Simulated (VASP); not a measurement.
Set up this calculation in VASP 6.6.1, as the native input.

```yaml
Task: single point
Functional: PBE
Potentials_or_basis: VASP PAW PBE potentials, release 64 (Sn_d, O)
Cutoff: 520 eV
k_mesh: 6 × 6 × 6
Occupations: gaussian, width 0.05 eV
Spin: no spin polarisation
Dipole_correction: no
Further_INCAR_settings: ALGO = Normal; EDIFF = 1e-06; NBANDS = 64
```

The structure of SnO2 lies in POSCAR:

```
SnO2
1.0
    4.7256461824      0.0000000000      0.0000000000
    0.0000000000      5.7449814910      0.0000000000
    0.0000000000      0.0000000000      5.2338321572
Sn O
4 8
Direct
    0.5000000000      0.6651654903      0.7500000000
    0.0000000000      0.8348345097      0.2500000000
    0.5000000000      0.3348345097      0.2500000000
    0.0000000000      0.1651654903      0.7500000000
    0.7301204269      0.6070551965      0.0781681516
    0.2301204269      0.8929448035      0.9218318484
    0.7698795731      0.8929448035      0.5781681516
    0.2698795731      0.6070551965      0.4218318484
    0.7301204269      0.3929448035      0.5781681516
    0.2301204269      0.1070551965      0.4218318484
    0.7698795731      0.1070551965      0.0781681516
    0.2698795731      0.3929448035      0.9218318484
```

These files were run (other wordings do the same):

INCAR

```
PREC = Accurate
ENCUT = 520
EDIFF = 1E-6
ISMEAR = 0
SIGMA = 0.05
LREAL = F
LASPH = T
NELM = 100
ALGO = Normal
ISIF = 2
LWAVE = F
LCHARG = F
GGA = PE
NBANDS = 64
```

KPOINTS

```
regular mesh
0
Gamma
  6 6 6
```

Potentials or basis: VASP PAW PBE potentials, release 64 (Sn_d, O).

Run with:

```sh
$ cat potpaw_PBE.64/Sn_d/POTCAR potpaw_PBE.64/O/POTCAR > POTCAR
$ mpirun -np 1 vasp_std > vasp.out
```

Results of the run:

- Pressure: 8.9 GPa
- Largest force: 0.144 eV/Å
- Band gap on the k mesh: 1.43 eV (least direct gap 1.44 eV)

Caveat: the cell stands under pressure; spin-orbit coupling is left out, which moves the levels of the heavy elements.

Wall time 17 min on 1 thread of Intel Xeon 8259CL, with other jobs on the host, peak memory 0.53 GiB.
